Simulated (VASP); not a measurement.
# GaN (P6_3mc) in VASP: further runs

GaN is run at these levels: LDA; tasks: single point.

All numbers are computed with VASP 6.6.1; they aren't measurements. Logs are shortened: lines on timing, memory, paths and dates and some standing lists are left out, and cuts for length are marked.

## (1) The cell of the first run

The structure is hexagonal, space group P6_3mc (No. 186). The conventional cell has a = 2.931 Å, b = 2.931 Å, c = 4.522 Å, α = 90.00°, β = 90.00°, γ = 120.00°. Within 2.3 Å of Ga (site symmetry 3m) lie 4 N at 1.70 to 1.78 Å. N (site symmetry 3m) has 4 Ga at 1.70 to 1.78 Å within 2.3 Å.

## (2) Single point, LDA

Input file INCAR:

```
ALGO = Normal
EDIFF = 1E-7
ENCUT = 520
GGA = CA
ISIF = 2
ISMEAR = 0
LASPH = True
LCHARG = True
LELF = True
LREAL = False
LVHAR = True
LWAVE = False
NBANDS = 26
NELM = 60
PREC = Accurate
SIGMA = 0.05
```

Input file KPOINTS:

```
k-points
0
Gamma
  12 12 6
```

Input file POSCAR:

```
GaN
1.0
    2.9311000000      0.0000000000      0.0000000000
   -1.4655500000      2.5384070610      0.0000000000
    0.0000000000      0.0000000000      4.5217000000
Ga N
2 2
Direct
    0.3333333333      0.6666666667      0.9992962937
    0.6666666667      0.3333333333      0.4992962937
    0.3333333333      0.6666666667      0.3757037063
    0.6666666667      0.3333333333      0.8757037063
```

Potentials or basis: VASP PAW LDA potentials, release 64 (Ga_d, N).

Command:

```bash
$ cat potpaw_LDA.64/Ga_d/POTCAR potpaw_LDA.64/N/POTCAR > POTCAR
$ mpirun -np 1 vasp_std > vasp.out
```

OUTCAR:

```text
EDIFF = 1E-7
   ENCUT = 520
   GGA = CA
   ISIF = 2
   ISMEAR = 0
   LASPH = True
   LREAL = False
   NELM = 60
   PREC = Accurate

 ion  position               nearest neighbor table
   1  0.333  0.667  0.999-   3 1.70   4 1.78   4 1.78   4 1.78   2 2.82   2 2.82   2 2.82   2 2.82
                             2 2.82   2 2.82
   2  0.667  0.333  0.499-   4 1.70   3 1.78   3 1.78   3 1.78   1 2.82   1 2.82   1 2.82   1 2.82
                             1 2.82   1 2.82
   3  0.333  0.667  0.376-   1 1.70   2 1.78   2 1.78   2 1.78
   4  0.667  0.333  0.876-   2 1.70   1 1.78   1 1.78   1 1.78

  LATTYP: Found a hexagonal cell.
 ALAT       =     2.9311000000
 C/A-ratio  =     1.5426631640

  Lattice vectors:

 A1 = (   2.9311000000,   0.0000000000,   0.0000000000)
 A2 = (  -1.4655500000,   2.5384070610,   0.0000000000)
 A3 = (   0.0000000000,   0.0000000000,   4.5217000000)

Analysis of symmetry for initial positions (statically):
=====================================================================
 Subroutine PRICEL returns:
 Original cell was already a primitive cell.

 Routine SETGRP: Setting up the symmetry group for a
 hexagonal supercell.

 Subroutine GETGRP returns: Found 12 space group operations
 (whereof  6 operations were pure point group operations)
 out of a pool of 24 trial point group operations.

The static configuration has the point symmetry C_3v.
 The point group associated with its full space group is C_6v.

Analysis of symmetry for dynamics (positions and initial velocities):
=====================================================================
 Subroutine PRICEL returns:
 Original cell was already a primitive cell.

 Routine SETGRP: Setting up the symmetry group for a
 hexagonal supercell.

 Subroutine GETGRP returns: Found 12 space group operations
 (whereof  6 operations were pure point group operations)
 out of a pool of 24 trial point group operations.

The dynamic configuration has the point symmetry C_3v.
 The point group associated with its full space group is C_6v.

 Subroutine INISYM returns: Found 12 space group operations
 (whereof  6 operations are pure point group operations),
 and found     1 'primitive' translations

----------------------------------------------------------------------------------------

                                     Primitive cell

  volume of cell :      33.6429

  direct lattice vectors                    reciprocal lattice vectors
     2.931100000  0.000000000  0.000000000     0.341168844  0.196973924  0.000000000
    -1.465550000  2.538407061  0.000000000     0.000000000  0.393947848  0.000000000
     0.000000000  0.000000000  4.521700000     0.000000000  0.000000000  0.221155760

  length of vectors
     2.931100000  2.931100000  4.521700000     0.393947848  0.393947848  0.221155760

  position of ions in fractional coordinates (direct lattice)
     0.333333333  0.666666667  0.999296294
     0.666666667  0.333333333  0.499296294
     0.333333333  0.666666667  0.375703706
     0.666666667  0.333333333  0.875703706

  ion indices of the primitive-cell ions
   primitive index   ion index
                 1           1
                 2           2
                 3           3
                 4           4

----------------------------------------------------------------------------------------

 KPOINTS: k-points

Automatic generation of k-mesh.
 Grid dimensions read from file:
 generate k-points for:   12   12    6

 Generating k-lattice:

  Cartesian coordinates                     Fractional coordinates (reciprocal lattice)
     0.028430737  0.016414494  0.000000000     0.083333333 -0.000000000  0.000000000
     0.000000000  0.032828987  0.000000000     0.000000000  0.083333333  0.000000000
     0.000000000  0.000000000  0.036859293     0.000000000  0.000000000  0.166666667

  Length of vectors
     0.032828987  0.032828987  0.036859293

  Shift w.r.t. Gamma in fractional coordinates (k-lattice)
     0.000000000  0.000000000  0.000000000

 Subroutine IBZKPT returns following result:
 ===========================================

 Found     76 irreducible k-points:

 Following reciprocal coordinates:
            Coordinates               Weight
  0.000000  0.000000  0.000000      1.000000
  0.083333 -0.000000  0.000000      6.000000
  0.166667 -0.000000  0.000000      6.000000
  0.250000 -0.000000  0.000000      6.000000
  0.333333 -0.000000  0.000000      6.000000
  0.416667  0.000000  0.000000      6.000000
[... 16 lines left out ...]
  0.250000 -0.000000  0.166667     12.000000
  0.333333 -0.000000  0.166667     12.000000
 [... further k-points ...]
   k-points           NKPTS =     76   k-points in BZ     NKDIM =     76   number of bands    NBANDS=     26
   number of dos      NEDOS =    301   number of ions     NIONS =      4
   total plane-waves  NPLWV =  20736
   dimension x,y,z NGX =    24 NGY =   24 NGZ =   36
   dimension x,y,z NGXF=    48 NGYF=   48 NGZF=   72
   ions per type =               2   2
   NGX,Y,Z   is equivalent  to a cutoff of  13.61, 13.61, 13.24 a.u.
   NGXF,Y,Z  is equivalent  to a cutoff of  27.22, 27.22, 26.47 a.u.
 SYSTEM =  unknown system
   PREC   = accura    normal or accurate (medium, high low for compatibility)
   ISTART =      0    job   : 0-new  1-cont  2-samecut
   ICHARG =      2    charge: 1-file 2-atom 10-const
   ISPIN  =      1    spin polarized calculation?
   LNONCOLLINEAR =      F non collinear calculations
   LSORBIT =      F    spin-orbit coupling
   LASPH  =      T    aspherical Exc in radial PAW
   ENCUT  =  520.0 eV  38.22 Ry    6.18 a.u.   5.45  5.45  8.41*2*pi/ulx,y,z
   NELM   =     60;   NELMIN=  2; NELMDL= -5     # of ELM steps
   EDIFF  = 0.1E-06   stopping-criterion for ELM
   LREAL  =      F    real-space projection
   EDIFFG = 0.1E-05   stopping-criterion for IOM
   NSW    =      0    number of steps for IOM
   IBRION =     -1    ionic relax: 0-MD 1-quasi-New 2-CG
   NFREE  =      0    steps in history (QN), initial steepest desc. (CG)
   ISIF   =      2    stress and relaxation
   ISYM   =      2    0-nonsym 1-usesym 2-fastsym
   POTIM  = 0.5000    time-step for ionic-motion
   TEBEG  =    0.0;   TEEND  =   0.0 temperature during run
   PSTRESS=    0.0 pullay stress
   NELECT =      36.0000    total number of electrons
   NUPDOWN=      -1.0000    fix difference up-down
   EMIN   =  10.00;   EMAX   =-10.00  energy-range for DOS
   EFERMI =   0.00;   METHOD = LEGACY
   ISMEAR =     0;   SIGMA  =   0.05  broadening in eV -4-tet -1-fermi 0-gaus
   EFERMI_NEDOS =   21; number of points for ismear=-14 and -15
   IALGO  =     38    algorithm
   IMIX   =      4    mixing-type and parameters
     AMIX     =   0.40;   BMIX     =  1.00
     AMIX_MAG =   1.60;   BMIX_MAG =  1.00
  volume/ion in A,a.u.               =       8.41        56.76
  Fermi-wavevector in a.u.,A,eV,Ry     =   1.674472  3.164292 38.148764  2.803855
  Thomas-Fermi vector in A             =   2.759261
   LORBIT       =      0    0 simple, 1 ext, 2 COOP (PROOUT), +10 PAW based schemes
   GGA     = CA    functional components
   LHFCALC =     F    Hartree Fock is set to
   AEXX    =    0.0000 exact exchange contribution
   IVDW    =     0    specifies the selected vdW correction
   LEPSILON=     F    determine dielectric tensor
   LRPA    =     F    only Hartree local field effects (RPA)
 non-spin polarized calculation
 Gauss-broadening in eV      SIGMA  =   0.05
  energy-cutoff  :      520.00
  volume of cell :       33.64
 maximum number of plane-waves:       929
 NGX is ok and might be reduce to    24
   NGX = 11   NGY = 11   NGZ = 17

 number of electron      36.0000007 magnetization

 Free energy of the ion-electron system (eV)
  ---------------------------------------------------
  ext. energy  EPLUGINS =         0.00000000
  ---------------------------------------------------
  free energy    TOTEN  =       -24.99437041 eV

  energy without entropy =      -24.99437041  energy(sigma->0) =      -24.99437041

 E-fermi :   9.3943     XC(G=0): -13.8479

 val. band max:        9.1565340497   @ k =   0.0000   0.0000   0.0000
 cond. band min:      13.0708621527   @ k =   0.0000   0.0000   0.0000
 fundamental gap:      3.9143281031
 Fermi energy:         9.3943242080

 k-point     1 :       0.0000    0.0000    0.0000
  band No.  band energies     occupation
      1      -9.9684      2.00000
      2      -7.9484      2.00000
      3      -5.2202      2.00000
      4      -5.1721      2.00000
      5      -5.1721      2.00000
      6      -4.9927      2.00000
[... 18 lines left out ...]
     25      22.6202      0.00000
     26      23.0947      0.00000

 k-point     2 :       0.0833   -0.0000    0.0000
  band No.  band energies     occupation
      1      -9.8630      2.00000
      2      -7.9173      2.00000
      3      -5.2146      2.00000
      4      -5.1542      2.00000
      5      -5.1537      2.00000
      6      -4.9825      2.00000
[... 18 lines left out ...]
     25      22.8526      0.00000
     26      23.2991      0.00000

 k-point     3 :       0.1667   -0.0000    0.0000
  band No.  band energies     occupation
      1      -9.5639      2.00000
      2      -7.8389      2.00000
      3      -5.1915      2.00000
      4      -5.1106      2.00000
      5      -5.1052      2.00000
      6      -4.9400      2.00000
[... 18 lines left out ...]
     25      22.9176      0.00000
     26      23.3038      0.00000

 k-point     4 :       0.2500   -0.0000    0.0000
  band No.  band energies     occupation
      1      -9.1271      2.00000
      2      -7.7490      2.00000
      3      -5.1514      2.00000
      4      -5.0720      2.00000
      5      -5.0373      2.00000
      6      -4.8229      2.00000
[... 18 lines left out ...]
     25      22.4507      0.00000
     26      23.8011      0.00000
[... 496 lines left out ...]
      1      -9.4288      2.00000
      2      -7.9024      2.00000
      3      -5.1938      2.00000
      4      -5.1193      2.00000
      5      -5.1044      2.00000
      6      -4.9629      2.00000
[... 18 lines left out ...]
     25      22.0917      0.00000
     26      22.9070      0.00000

 k-point    23 :       0.2500   -0.0000    0.1667
  band No.  band energies     occupation
      1      -9.0064      2.00000
      2      -7.7889      2.00000
      3      -5.1582      2.00000
      4      -5.0659      2.00000
      5      -5.0570      2.00000
      6      -4.8423      2.00000
[... 18 lines left out ...]
     25      22.2085      0.00000
     26      23.5965      0.00000

 k-point    24 :       0.3333   -0.0000    0.1667
  band No.  band energies     occupation
      1      -8.5593      2.00000
      2      -7.7011      2.00000
      3      -5.1529      2.00000
      4      -5.0321      2.00000
      5      -4.9964      2.00000
      6      -4.7469      2.00000
[... 18 lines left out ...]
     25      22.4475      0.00000
     26      24.5475      0.00000

 [... further k-points ...]

------------------------ aborting loop because EDIFF is reached ----------------------------------------

  FORCE on cell =-STRESS in cart. coord.  units (eV):
  Direction    XX          YY          ZZ          XY          YZ          ZX
  --------------------------------------------------------------------------------------
  -------------------------------------------------------------------------------------
  Total       18.0268070     18.0268070     29.5020144     -0.0000000      0.0000000      0.0000000
  in kB      858.4909925    858.4909924   1404.9750273     -0.0000000      0.0000000      0.0000000
  external PRESSURE =    1040.6523374 kB  Pullay stress =       0.0000000 kB

 VOLUME and BASIS-vectors are now :
 -----------------------------------------------------------------------------
  energy-cutoff  :      520.00
  volume of cell :       33.64
      direct lattice vectors                 reciprocal lattice vectors
     2.931100000  0.000000000  0.000000000     0.341168844  0.196973924  0.000000000
    -1.465550000  2.538407061  0.000000000     0.000000000  0.393947848  0.000000000
     0.000000000  0.000000000  4.521700000     0.000000000  0.000000000  0.221155760

 POSITION                                       TOTAL-FORCE (eV/Angst)
 -----------------------------------------------------------------------------------
     -0.00000      1.69227      4.51852         0.000000     -0.000000     -2.173272
      1.46555      0.84614      2.25767        -0.000000      0.000000     -2.173272
     -0.00000      1.69227      1.69882         0.000000     -0.000000      2.173272
      1.46555      0.84614      3.95967        -0.000000      0.000000      2.173272
 -----------------------------------------------------------------------------------
    total drift:                                0.000000      0.000000      0.000050

  FREE ENERGIE OF THE ION-ELECTRON SYSTEM (eV)
  ---------------------------------------------------
  free  energy   TOTEN  =       -24.9943704055 eV

  energy  without entropy=      -24.9943704055  energy(sigma->0) =      -24.99437041
```

Wall time 23 s (1 thread of Intel Xeon 6975P-C (Granite Rapids), shared host); peak memory 0.17 GiB.

Results:

| Property | Result |
| --- | --- |
| Free energy | -24.9944 eV |
| Pressure | 104.1 GPa |
| Largest force | 2.173 eV/Å |
| Band gap on the k mesh | 3.91 eV |

Forces on the atoms (eV/Å):
```
Ga   0.000  0.000 -2.173
Ga   0.000  0.000 -2.173
N    0.000  0.000  2.173
N    0.000  0.000  2.173
```

Stress tensor (GPa, compression positive):
```
 85.85   0.00   0.00
  0.00  85.85   0.00
  0.00   0.00 140.50
```

Levels at points of the mesh, in eV from the valence-band top:
```
           k point  band 16  band 17  band 18  band 19  band 20  band 21
(0.00, 0.00, 0.00)    -0.16    -0.16     0.00     3.91     5.52    10.82
(0.50, 0.00, 0.00)    -4.47    -3.37    -1.45     5.14     6.56     7.57
(0.00, 0.00, 0.50)    -1.06    -1.06    -1.06     5.75     5.75    10.21
(0.50, 0.00, 0.50)    -3.08    -2.43    -2.43     5.11     5.11     9.50
```

Caveat: the stress differs along the axes, from 86 to 140 GPa; forces of over 1 eV/Å act on the atoms, so gaps and moduli don't describe the material at rest.

## (3) Single point, LDA

This run uses another cell than the first one, of 8.98 Å³/atom.

Input file INCAR:

```
SYSTEM = GaN
PREC = Accurate ; ENCUT = 520
EDIFF = 1E-7 ; ISMEAR = 0
SIGMA = 0.05 ; LREAL = .False.
LASPH = .True. ; NELM = 80
ALGO = Normal ; ISIF = 2
LWAVE = .False. ; LCHARG = .False.
GGA = CA ; NBANDS = 26
```

Input file KPOINTS:

```
regular mesh
0
Gamma
  12 12 6
  0 0 0
```

POSCAR, as its differences from that of step 2:

```diff
@@ -4,3 +4,3 @@
    -1.4655500000      2.5384070610      0.0000000000
-    0.0000000000      0.0000000000      4.5217000000
+    0.0000000000      0.0000000000      4.8300000000
 Ga N
```

Potentials or basis: VASP PAW LDA potentials, release 64 (Ga_d, N).

Command:

```bash
$ cat potpaw_LDA.64/Ga_d/POTCAR potpaw_LDA.64/N/POTCAR > POTCAR
$ mpirun -np 1 vasp_std > vasp.out
```

Run time: 27 s. Hardware: 1 thread of Intel Xeon 6975P-C (Granite Rapids), shared host; peak memory 0.17 GiB.

Results (log left out):

- Free energy: -26.4033 eV
- Pressure: 67.9 GPa
- Largest force: 0.375 eV/Å
- Band gap on the k mesh: 3.47 eV

Forces in eV/Å, atoms in the order of the input:
```
Ga   0.000  0.000  0.375
Ga   0.000  0.000  0.375
N    0.000  0.000 -0.375
N    0.000  0.000 -0.375
```

Stress tensor (GPa, compression positive):
```
70.69  0.00  0.00
 0.00 70.69  0.00
 0.00  0.00 62.38
```

Levels at points of the mesh, in eV from the valence-band top:
```tsv
k point	band 16	band 17	band 18	band 19	band 20	band 21
(0.00, 0.00, 0.00)	-0.15	0.00	0.00	3.47	5.90	10.27
(0.50, 0.00, 0.00)	-3.71	-3.07	-1.39	5.59	6.07	7.18
(0.00, 0.00, 0.50)	-0.68	-0.68	-0.68	5.78	5.78	9.46
(0.50, 0.00, 0.50)	-2.64	-2.56	-2.56	4.90	4.90	8.98
```

Caveat: the stress differs along the axes, from 62 to 71 GPa. A k mesh can miss the band edges.
